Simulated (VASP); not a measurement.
# P (Pm-3m) in VASP: notebook

Runs on P. Level: r2SCAN. Tasks: relaxation of cell and atoms.

Program: VASP 6.6.1. These are calculated values, not measurements. Logs are shortened: lines on timing, memory, paths and dates and some standing lists are left out, and cuts for length are marked.

## 1. The cell of the first run

It takes space group Pm-3m (No. 221, cubic). The conventional cell has a = 2.530 Å, b = 2.530 Å, c = 2.530 Å, α = 90.00°, β = 90.00°, γ = 90.00°. Within 3.3 Å of P (site symmetry m-3m) lie 6 P at 2.53 Å.

This isn't the form of P at room conditions, which is orthorhombic.

## 2. Relaxation of cell and atoms, r2SCAN, target pressure 15 GPa, at which the enthalpy is minimised

POSCAR reads:

```
P
1.0
    2.5300000000      0.0000000000      0.0000000000
    0.0000000000      2.5300000000      0.0000000000
    0.0000000000      0.0000000000      2.5300000000
P
1
Direct
    0.0000000000      0.0000000000      0.0000000000
```

INCAR.step1 reads:

```
ALGO     = Normal         # electronic algorithm
EDIFF    = 1E-4           # SCF threshold, eV
ENCUT    = 600            # plane-wave cutoff, eV
GGA      = PE             # functional
ISMEAR   = 0              # smearing method
LASPH    = True           # aspherical terms in the spheres
LCHARG   = False          # write CHGCAR
LREAL    = False          # projectors in reciprocal space
LWAVE    = True           # write WAVECAR
NELM     = 80             # most SCF steps
PREC     = Accurate       # precision mode
SIGMA    = 0.05           # smearing width, eV
```

INCAR.step2 reads:

```
ALGO     = Normal         # electronic algorithm
EDIFF    = 1E-6           # SCF threshold, eV
EDIFFG   = -0.01          # ionic threshold
ENCUT    = 600            # plane-wave cutoff, eV
IBRION   = 2              # ionic algorithm
ISIF     = 3              # what is computed and relaxed
ISMEAR   = 0              # smearing method
ISTART   = 1            
LASPH    = True           # aspherical terms in the spheres
LCHARG   = False          # write CHGCAR
LMIXTAU  = True         
LREAL    = False          # projectors in reciprocal space
LWAVE    = False          # write WAVECAR
METAGGA  = R2SCAN         # meta-GGA
NELM     = 80             # most SCF steps
NSW      = 80             # ionic steps
PREC     = Accurate       # precision mode
PSTRESS  = 150.0        
SIGMA    = 0.05           # smearing width, eV
```

KPOINTS reads:

```
k-points
0
Gamma
  17 17 17
```

Potentials or basis: VASP PAW PBE potentials, release 64 (P).

Started as:

```bash
$ cat potpaw_PBE.64/P/POTCAR > POTCAR
$ cp INCAR.step1 INCAR
$ mpirun -np 1 vasp_std > vasp.out
$ cp INCAR.step2 INCAR
$ mpirun -np 1 vasp_std > vasp.out
```

OUTCAR:

```text
EDIFF = 1E-6
   EDIFFG = -0.01
   ENCUT = 600
   IBRION = 2
   ISIF = 3
   ISMEAR = 0
   ISTART = 1
   LASPH = True
   LREAL = False
   METAGGA = R2SCAN
   NELM = 80
   NSW = 80
   PREC = Accurate
   PSTRESS = 150.0

 ion  position               nearest neighbor table
   1  0.000  0.000  0.000-

  LATTYP: Found a simple cubic cell.
 ALAT       =     2.5300000000

  Lattice vectors:

 A1 = (   2.5300000000,   0.0000000000,   0.0000000000)
 A2 = (   0.0000000000,   2.5300000000,   0.0000000000)
 A3 = (   0.0000000000,   0.0000000000,   2.5300000000)

Analysis of symmetry for initial positions (statically):
=====================================================================
 Subroutine PRICEL returns:
 Original cell was already a primitive cell.

 Routine SETGRP: Setting up the symmetry group for a
 simple cubic supercell.

 Subroutine GETGRP returns: Found 48 space group operations
 (whereof 48 operations were pure point group operations)
 out of a pool of 48 trial point group operations.

The static configuration has the point symmetry O_h .

Analysis of symmetry for dynamics (positions and initial velocities):
=====================================================================
 Subroutine PRICEL returns:
 Original cell was already a primitive cell.

 Routine SETGRP: Setting up the symmetry group for a
 simple cubic supercell.

 Subroutine GETGRP returns: Found 48 space group operations
 (whereof 48 operations were pure point group operations)
 out of a pool of 48 trial point group operations.

The dynamic configuration has the point symmetry O_h .

 Subroutine INISYM returns: Found 48 space group operations
 (whereof 48 operations are pure point group operations),
 and found     1 'primitive' translations

----------------------------------------------------------------------------------------

                                     Primitive cell

  volume of cell :      16.1943

  direct lattice vectors                    reciprocal lattice vectors
     2.530000000  0.000000000  0.000000000     0.395256917  0.000000000  0.000000000
     0.000000000  2.530000000  0.000000000     0.000000000  0.395256917  0.000000000
     0.000000000  0.000000000  2.530000000     0.000000000  0.000000000  0.395256917

  length of vectors
     2.530000000  2.530000000  2.530000000     0.395256917  0.395256917  0.395256917

  position of ions in fractional coordinates (direct lattice)
     0.000000000  0.000000000  0.000000000

  ion indices of the primitive-cell ions
   primitive index   ion index
                 1           1

----------------------------------------------------------------------------------------

 KPOINTS: k-points
[... 52 lines left out ...]
   total plane-waves  NPLWV =   8000
   dimension x,y,z NGX =    20 NGY =   20 NGZ =   20
   dimension x,y,z NGXF=    40 NGYF=   40 NGZF=   40
   ions per type =               1
   NGX,Y,Z   is equivalent  to a cutoff of  13.14, 13.14, 13.14 a.u.
   NGXF,Y,Z  is equivalent  to a cutoff of  26.28, 26.28, 26.28 a.u.
 SYSTEM =  unknown system
   PREC   = accura    normal or accurate (medium, high low for compatibility)
   ISTART =      1    job   : 0-new  1-cont  2-samecut
   ICHARG =      0    charge: 1-file 2-atom 10-const
   ISPIN  =      1    spin polarized calculation?
   LNONCOLLINEAR =      F non collinear calculations
   LSORBIT =      F    spin-orbit coupling
   LASPH  =      T    aspherical Exc in radial PAW
   ENCUT  =  600.0 eV  44.10 Ry    6.64 a.u.   5.05  5.05  5.05*2*pi/ulx,y,z
   NELM   =     80;   NELMIN=  2; NELMDL=  0     # of ELM steps
   EDIFF  = 0.1E-05   stopping-criterion for ELM
   LREAL  =      F    real-space projection
   EDIFFG = -.1E-01   stopping-criterion for IOM
   NSW    =     80    number of steps for IOM
   IBRION =      2    ionic relax: 0-MD 1-quasi-New 2-CG
   NFREE  =      1    steps in history (QN), initial steepest desc. (CG)
   ISIF   =      3    stress and relaxation
   ISYM   =      2    0-nonsym 1-usesym 2-fastsym
   POTIM  = 0.5000    time-step for ionic-motion
   TEBEG  =    0.0;   TEEND  =   0.0 temperature during run
   PSTRESS=  150.0 pullay stress
   NELECT =       5.0000    total number of electrons
   NUPDOWN=      -1.0000    fix difference up-down
   EMIN   =  10.00;   EMAX   =-10.00  energy-range for DOS
   EFERMI =   0.00;   METHOD = LEGACY
   ISMEAR =     0;   SIGMA  =   0.05  broadening in eV -4-tet -1-fermi 0-gaus
   EFERMI_NEDOS =   21; number of points for ismear=-14 and -15
   IALGO  =     38    algorithm
   IMIX   =      4    mixing-type and parameters
     AMIX     =   0.40;   BMIX     =  1.00
     AMIX_MAG =   1.60;   BMIX_MAG =  1.00
  volume/ion in A,a.u.               =      16.19       109.28
  Fermi-wavevector in a.u.,A,eV,Ry     =   1.106482  2.090948 16.657642  1.224302
  Thomas-Fermi vector in A             =   2.242983
   LORBIT       =      0    0 simple, 1 ext, 2 COOP (PROOUT), +10 PAW based schemes
   METAGGA = R2SCAN    functional components
   LHFCALC =     F    Hartree Fock is set to
   AEXX    =    0.0000 exact exchange contribution
   IVDW    =     0    specifies the selected vdW correction
   LEPSILON=     F    determine dielectric tensor
   LRPA    =     F    only Hartree local field effects (RPA)
 conjugate gradient relaxation of ions
 non-spin polarized calculation
 Gauss-broadening in eV      SIGMA  =   0.05
  energy-cutoff  :      600.00
  volume of cell :       16.19
 maximum number of plane-waves:       554
   NGX = 11   NGY = 11   NGZ = 11

--------------------------------------- Ionic step        1  -------------------------------------------

 number of electron       4.9999998 magnetization

 Free energy of the ion-electron system (eV)
  ---------------------------------------------------
  ext. energy  EPLUGINS =         0.00000000
  ---------------------------------------------------
  free energy    TOTEN  =        -8.75445631 eV

  energy without entropy =       -8.75401568  energy(sigma->0) =       -8.75423599

 E-fermi :   8.0240     XC(G=0): -11.3762

 val. band max:        8.0194588649   @ k =   0.3529   0.2353   0.0000
 cond. band min:       8.0312947869   @ k =   0.1765   0.1176   0.1176
 fundamental gap:      0.0118359220
 Fermi energy:         8.0239877867

 k-point     1 :       0.0000    0.0000    0.0000
  band No.  band energies     occupation
      1      -8.1121      2.00000
      2      12.8845      0.00000
      3      12.8845      0.00000
      4      12.8845      0.00000
      5      15.4714      0.00000
      6      15.4714      0.00000
[... 317 lines left out ...]
--------------------------------------- Ionic step        4  -------------------------------------------

 number of electron       4.9999999 magnetization

 Free energy of the ion-electron system (eV)
  ---------------------------------------------------
  ext. energy  EPLUGINS =         0.00000000
  ---------------------------------------------------
  free energy    TOTEN  =        -8.76860867 eV

  energy without entropy =       -8.76830645  energy(sigma->0) =       -8.76845756

 E-fermi :  11.2159     XC(G=0): -12.3992

 val. band max:       11.1972054527   @ k =   0.3529   0.2353   0.0000
 cond. band min:      11.2481549508   @ k =   0.3529   0.2353   0.0588
 fundamental gap:      0.0509494981
 Fermi energy:        11.2158947307

 k-point     1 :       0.0000    0.0000    0.0000
  band No.  band energies     occupation
      1      -7.2972      2.00000
      2      17.2524      0.00000
      3      17.2524      0.00000
      4      17.2524      0.00000
      5      18.2336      0.00000
      6      18.2336      0.00000
[... 239 lines left out ...]
  energy  without entropy=       -8.7683064503  energy(sigma->0) =       -8.76845756

  enthalpy is  TOTEN    =        -7.5478866270 eV   P V=        1.2207220409

 reached required accuracy - stopping structural energy minimisation
```

OSZICAR.step1:

```text
N       E                     dE             d eps       ncg     rms          rms(c)
DAV:   1     0.383292615826E+01    0.38329E+01   -0.21807E+03  2022   0.662E+02
DAV:   2    -0.505333231003E+01   -0.88863E+01   -0.83849E+01  2790   0.719E+01
DAV:   3    -0.521983254901E+01   -0.16650E+00   -0.16313E+00  2502   0.105E+01
DAV:   4    -0.522063188125E+01   -0.79933E-03   -0.79933E-03  3066   0.626E-01
DAV:   5    -0.522063389933E+01   -0.20181E-05   -0.20177E-05  2610   0.142E-02    0.382E+00
DAV:   6    -0.522392816166E+01   -0.32943E-02   -0.82719E-04  2640   0.308E-01    0.224E+00
DAV:   7    -0.522631414668E+01   -0.23860E-02   -0.23230E-03  2412   0.489E-01    0.112E-01
DAV:   8    -0.522641068628E+01   -0.96540E-04   -0.12136E-04  2838   0.105E-01
   1 F= -.52264107E+01 E0= -.52261912E+01  d E =-.439045E-03
```

It took 3.5 min on 1 thread of Intel Xeon 8259CL, shared host; peak memory 0.14 GiB.

Results:

| Item | Value |
| --- | --- |
| Free energy | -8.7686 eV |
| Relaxed volume | 13.04 Å³/atom |
| Relaxed cell | a = 2.354 Å, b = 2.354 Å, c = 2.354 Å, α = 90.00°, β = 90.00°, γ = 90.00° |
| Space group after relaxing (to 0.1 Å) | Pm-3m (No. 221) |
| Energy change on relaxing (the run minimises the enthalpy) | -14.2 meV/atom |
| Ionic steps | 4 |
| Pressure after relaxing | 14.9 GPa |
| Band gap on the k mesh | zero (an odd number of electrons rules out a gap without spin polarisation) |

The path:
```tsv
step	energy change (eV)	largest force (eV/Å)	pressure (GPa)	volume (Å³)
1	0.0000	0.0000	-10.33	16.19
2	0.4632	0.0000	62.58	10.90
3	-0.0206	0.0000	13.74	13.11
4	-0.0142	0.0000	14.88	13.04
```

Final structure:
```
P
1.0
     2.35367    0.00000    0.00000
     0.00000    2.35367    0.00000
     0.00000    0.00000    2.35367
P
1
Direct
  0.00000 0.00000 0.00000
```

Caveat: the cell is relaxed towards a set pressure, so the run minimises the enthalpy, not the energy; the volume moved by over 15 % at a fixed basis, so the end points are rough; the PAW data sets were made with another functional, which shifts forces and pressure a little.

[end of part 1 of 2]

The gap in the log of VASP goes by the Fermi energy; the results here count the filled bands.